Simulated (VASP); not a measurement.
Set up this calculation in VASP 6.6.1, as the native input.

```
Task                   : relaxation of cell and atoms
Functional             : PBEsol
Potentials or basis    : VASP PAW PBE potentials, release 64 (Ta_pv, N)
Cutoff                 : 600 eV
k mesh                 : 10 × 10 × 6
Occupations            : fermi-dirac, width 0.05 eV
Spin                   : no spin polarisation
Hubbard terms          : Ta d U = 6.0 eV
Dipole correction      : no
Further INCAR settings : ALGO = Normal; EDIFF = 1e-06; IBRION = 2; EDIFFG = -0.01; NSW = 60; ISIF = 3
```

The structure of Ta2N lies in POSCAR:

```
Ta2N
1.0
    3.1128615060      0.0000000000      0.0000000000
   -1.5564307530      2.6958171426      0.0000000000
    0.0000000000      0.0000000000      4.8698410000
Ta N
2 1
Direct
    0.3333333333      0.6666666667      0.2547110000
    0.6666666667      0.3333333333      0.7452890000
    0.0000000000      0.0000000000      0.0000000000
```

One way to write it, as run:

INCAR

```
SYSTEM = Ta2N
PREC = Accurate
ENCUT = 600
EDIFF = 1E-6
ISMEAR = -1
SIGMA = 0.05
LREAL = .False.
LASPH = .True.
NELM = 150
ALGO = Normal
ISIF = 3
LWAVE = .False.
LCHARG = .False.
LMAXMIX = 4
LDAU = .True.
LDAUTYPE = 2
LDAUL = 2 -1
LDAUU = 6 0
LDAUJ = 0 0
LDAUPRINT = 1
GGA = PS
IBRION = 2
NSW = 60
EDIFFG = -0.01
```

KPOINTS

```
regular mesh
0
Gamma
  10 10 6
  0 0 0
```

Potentials or basis: VASP PAW PBE potentials, release 64 (Ta_pv, N).

The run is started by

```bash
$ cat potpaw_PBE.64/Ta_pv/POTCAR potpaw_PBE.64/N/POTCAR > POTCAR
$ mpirun -np 1 vasp_std > vasp.out
```

It gave:

| Item | Value |
| --- | --- |
| Relaxed volume | 14.00 Å³/atom |
| Relaxed cell | a = 3.104 Å, b = 3.104 Å, c = 5.034 Å, α = 90.00°, β = 90.00°, γ = 120.00° |
| Space group after relaxing (to 0.1 Å) | P-3m1 (No. 164) |
| Energy gained by relaxing | 19.3 meV/atom |
| Ionic steps | 10 |
| Pressure after relaxing | -0.1 GPa |
| Largest force after relaxing | 0.003 eV/Å |
| Band gap on the k mesh | zero (an odd number of electrons rules out a gap without spin polarisation) |

Caveat: the PAW data sets were made with another functional, which shifts forces and pressure a little; spin-orbit coupling is left out, which moves the levels of the heavy elements; U without spin polarisation on a metal has little footing.

It took 2.6 min on 1 thread of Intel(R) Xeon(R) 6975P-C (Granite Rapids), with other jobs on the host, peak memory 0.23 GiB.
